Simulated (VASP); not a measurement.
Write the native input for VASP 6.6.1 that does the following.

```
Task                   : single point
Functional             : LDA
Potentials or basis    : VASP PAW LDA potentials, release 64 (K_sv, Ta_pv, O)
Cutoff                 : 520 eV
k mesh                 : 5 × 5 × 5
Occupations            : fermi-dirac, width 0.01 eV
Spin                   : no spin polarisation
Dipole correction      : no
Further INCAR settings : ALGO = Normal; EDIFF = 1e-06; NBANDS = 27
```

The structure of KTaO3 lies in POSCAR:

```
KTaO3
1.0
    4.0281830000      0.0000000000      0.0000000000
    0.0000000000      4.0281830000      0.0000000000
    0.0000000000      0.0000000000      3.9883000000
K Ta O
1 1 3
Direct
    0.5000000000      0.5000000000      0.5000000000
    0.0000000000      0.0000000000      0.0000000000
    0.5000000000      0.0000000000      0.0000000000
    0.0000000000      0.5000000000      0.0000000000
    0.0000000000      0.0000000000      0.5000000000
```

This cell differs from its parent crystal: equal xx and yy strain of +1 %.

The input as run:

INCAR

```
SYSTEM = KTaO3
PREC = Accurate
ENCUT = 520
EDIFF = 1E-6
ISMEAR = -1
SIGMA = 0.01
LREAL = .FALSE.
LASPH = .TRUE.
NELM = 60
ALGO = Normal
ISIF = 2
LWAVE = .FALSE.
LCHARG = .FALSE.
GGA = CA
NBANDS = 27
```

KPOINTS

```
Automatic mesh
0
G
  5 5 5
  0 0 0
```

Potentials or basis: VASP PAW LDA potentials, release 64 (K_sv, Ta_pv, O).

Launch:

```console
$ cat potpaw_LDA.64/K_sv/POTCAR potpaw_LDA.64/Ta_pv/POTCAR potpaw_LDA.64/O/POTCAR > POTCAR
$ mpirun -np 1 vasp_std > vasp.out
```

It gave:

```
Pressure               : -8.2 GPa
Band gap on the k mesh : 2.08 eV (least direct gap 2.59 eV)
```

Caveat: the cell differs from its parent crystal (equal xx and yy strain of +1 %); the cell stands under tension; spin-orbit coupling is left out, which moves the levels of the heavy elements; an odd mesh through Γ misses points on the zone boundary, where band edges can lie.

Wall time 65 s on 1 thread of Intel Xeon 8259CL, with other jobs on the host, peak memory 0.17 GiB.
